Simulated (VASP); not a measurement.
Write the native input for VASP 6.6.1 that does the following.

```yaml
Task: single point
Functional: PBEsol
Potentials_or_basis: VASP PAW PBE potentials, release 64 (Tb, Al, N)
Cutoff: 600 eV
k_mesh: 3 × 3 × 4
Occupations: gaussian, width 0.05 eV
Spin: collinear spin, ferromagnetic start
Starting_moments: "[4.29, 0.0, 0.0, 0.0, 0.0, 0.0, 0.0, 0.0, -0.01, 0.0, 0.0, 0.0, -0.01, -0.01, -0.01, 0.0] μB"
Hubbard_terms: Tb f U = 6.0 eV
Dipole_correction: no
Further_INCAR_settings: ALGO = Normal; EDIFF = 1e-06; NBANDS = 58
```

The structure of TbAl7N8 lies in POSCAR:

```
TbAl7N8
1.0
    6.2200009000      0.0000000000      0.0000000000
   -3.1100004000      5.3866788000      0.0000000000
    0.0000000000      0.0000000000      4.9800000000
Tb Al N
1 7 8
Direct
    0.3323746214      0.1662581080      0.0014033306
    0.3321590137      0.6661452632      0.9970270188
    0.8326019686      0.1666916060      0.9970885135
    0.8326171125      0.6661357211      0.9970970291
    0.1602580426      0.3384710130      0.5029601896
    0.1603065862      0.8219687366      0.5029394658
    0.6767753797      0.3385246959      0.5029742454
    0.6657862829      0.8329948117      0.4954475023
    0.3324225128      0.1663287242      0.4485442867
    0.3350693994      0.6676800964      0.3740159381
    0.8311163094      0.1637635306      0.3740179577
    0.8311278202      0.6676402838      0.3739947710
    0.1471629131      0.3515389050      0.8690466818
    0.1471406247      0.7957327809      0.8689627428
    0.7028728026      0.3515473337      0.8690133352
    0.6657796250      0.8330139228      0.8769041315
```

One way to write it, as run:

INCAR

```
PREC = Accurate
ENCUT = 600
EDIFF = 1E-6
ISMEAR = 0
SIGMA = 0.05
LREAL = False
LASPH = True
NELM = 200
ALGO = Normal
ISIF = 2
LWAVE = False
LCHARG = False
ISPIN = 2
MAGMOM = 4.29 0 0 0 0 0 0 0 -0.01 0 0 0 -0.01 -0.01 -0.01 0
LORBIT = 11
LMAXMIX = 6
LDAU = True
LDAUTYPE = 2
LDAUL = 3 -1 -1
LDAUU = 6 0 0
LDAUJ = 0 0 0
LDAUPRINT = 1
GGA = PS
NBANDS = 58
GGA_COMPAT = False
```

KPOINTS

```
regular mesh
0
Gamma
  3 3 4
```

Potentials or basis: VASP PAW PBE potentials, release 64 (Tb, Al, N).

The run is started by

```console
$ cat potpaw_PBE.64/Tb/POTCAR potpaw_PBE.64/Al/POTCAR potpaw_PBE.64/N/POTCAR > POTCAR
$ mpirun -np 1 vasp_std > vasp.out
```

Results of the run:

```yaml
Pressure: 17.1 GPa
Largest_force: 0.044 eV/Å
Band_gap_on_the_k_mesh: 3.11 eV (least direct gap 3.27 eV)
Net_moment: 6.00 μB per cell
Site_moments: Tb +5.92; Al -0.00; N -0.01, +0.00, -0.00 (each value once) μB
Valence_electrons_inside_the_program's_atomic_spheres: Tb 16.62; Al 0.86, 0.84, 0.82 (each value once); N 3.83, 3.85, 3.91 (each value once)
```

Caveat: the magnetic or orbital state may not be the lowest; the cell stands under pressure; the PAW data sets were made with another functional, which shifts forces and pressure a little; spin-orbit coupling is left out, which moves the levels of the heavy elements; an odd mesh through Γ misses points on the zone boundary, where band edges can lie.

Run time: 39 min on 1 thread of AMD EPYC 9R45 96-Core Processor (Zen 5), with other jobs on the host, peak memory 0.57 GiB.
